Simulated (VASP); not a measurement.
Wanted: the native input for a VASP 6.6.1 run.

| Item | Value |
| --- | --- |
| Task | relaxation of cell and atoms |
| Functional | PBE |
| Potentials or basis | VASP PAW PBE potentials, release 64 (W_sv, Ge_d) |
| Cutoff | 600 eV |
| k mesh | 16 × 16 × 14 |
| Occupations | fermi-dirac, width 0.05 eV |
| Spin | no spin polarisation |
| Target pressure | 520 GPa |
| Dipole correction | no |
| Further INCAR settings | ALGO = Normal; EDIFF = 1e-06; IBRION = 2; EDIFFG = -0.005; NSW = 60; ISIF = 3 |

The structure of GeW (WC type) lies in POSCAR:

```
GeW
1.0
    2.7266271822      0.0000000000      0.0000000000
   -1.3633135911      2.3613284064      0.0000000000
    0.0000000000      0.0000000000      2.6720946386
W Ge
1 1
Direct
    0.0000000000      0.0000000000      0.0000000000
    0.3333333333      0.6666666667      0.5000000000
```

These files were run (other wordings do the same):

INCAR

```
PREC     = Accurate       # precision mode
ENCUT    = 600            # plane-wave cutoff, eV
EDIFF    = 1E-6           # SCF threshold, eV
ISMEAR   = -1             # smearing method
SIGMA    = 0.05           # smearing width, eV
LREAL    = F              # projectors in reciprocal space
LASPH    = T              # aspherical terms in the spheres
NELM     = 100            # most SCF steps
ALGO     = Normal         # electronic algorithm
ISIF     = 3              # what is computed and relaxed
LWAVE    = F              # write WAVECAR
LCHARG   = F              # write CHGCAR
GGA      = PE             # functional
IBRION   = 2              # ionic algorithm
NSW      = 60             # ionic steps
EDIFFG   = -0.005         # ionic threshold
PSTRESS  = 5200.0
```

KPOINTS

```
Automatic mesh
0
Gamma
  16 16 14
```

Potentials or basis: VASP PAW PBE potentials, release 64 (W_sv, Ge_d).

The run is started by

```console
$ cat potpaw_PBE.64/W_sv/POTCAR potpaw_PBE.64/Ge_d/POTCAR > POTCAR
$ mpirun -np 1 vasp_std > vasp.out
```

It gave:

| Item | Value |
| --- | --- |
| Relaxed volume | 8.34 Å³/atom |
| Relaxed cell | a = 2.361 Å, b = 2.361 Å, c = 3.458 Å, α = 90.00°, β = 90.00°, γ = 120.00° |
| Space group after relaxing (to 0.1 Å) | P-6m2 (No. 187) |
| Energy change on relaxing (the run minimises the enthalpy) | -616.0 meV/atom |
| Ionic steps | 21 |
| Pressure after relaxing | 520.0 GPa |
| Band gap on the k mesh | zero (bands 14 and 15 overlap by 4.15 eV) |

Caveat: the cell is relaxed towards a set pressure, so the run minimises the enthalpy, not the energy; a cell axis changed by over 15 % at a fixed basis, so the end point is rough; spin-orbit coupling is left out, which moves the levels of the heavy elements.

Run time: 4.7 min on 1 thread of Intel(R) Xeon(R) 6975P-C (Granite Rapids), on a shared host, peak memory 0.26 GiB.
